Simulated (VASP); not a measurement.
Wanted: the native input for a VASP 6.6.1 run.

```yaml
Task: relaxation of volume and atoms at fixed shape
Functional: LDA
Potentials_or_basis: VASP PAW LDA potentials, release 64 (Ag, Br)
Cutoff: 500 eV
k_mesh: 6 × 6 × 6
Occupations: fermi-dirac, width 0.02 eV
Spin: no spin polarisation
Dipole_correction: no
Further_INCAR_settings: ALGO = Normal; EDIFF = 1e-07; IBRION = 2; EDIFFG = -0.03; NSW = 80; ISIF = 8
```

The structure of AgBr lies in POSCAR:

```
AgBr
1.0
    0.0000000000      2.8701500000      2.8701500000
    2.8701500000      0.0000000000      2.8701500000
    2.8701500000      2.8701500000      0.0000000000
Ag Br
1 1
Direct
    0.0000000000      0.0000000000      0.0000000000
    0.5000000000      0.5000000000      0.5000000000
```

The input as run:

INCAR

```
ALGO = Normal ; EDIFF = 1E-7
EDIFFG = -0.03 ; ENCUT = 500
GGA_COMPAT = False ; IBRION = 2
ISIF = 8 ; ISMEAR = -1
LASPH = True ; LCHARG = False
LREAL = False ; LWAVE = False
NELM = 120 ; NELMIN = 4
NSW = 80 ; PREC = Accurate
SIGMA = 0.02
```

KPOINTS

```
k-points
0
Gamma
  6 6 6
```

Potentials or basis: VASP PAW LDA potentials, release 64 (Ag, Br).

Command:

```bash
$ cat potpaw_LDA.64/Ag/POTCAR potpaw_LDA.64/Br/POTCAR > POTCAR
$ mpirun -np 1 vasp_std > vasp.out
```

It gave:

- Relaxed volume: 21.80 Å³/atom
- Relaxed cell: a = 3.951 Å, b = 3.951 Å, c = 3.951 Å, α = 60.00°, β = 60.00°, γ = 60.00°
- Space group after relaxing (to 0.05 Å): Fm-3m (No. 225)
- Energy gained by relaxing: 25.7 meV/atom
- Ionic steps: 3
- Pressure after relaxing: 0.0 GPa
- Band gap on the k mesh: 0.42 eV, indirect (least direct gap 2.65 eV)

Wall time 16 s on 1 thread of Intel(R) Xeon(R) Platinum 8488C (Sapphire Rapids) (shared host), peak memory 0.16 GiB.
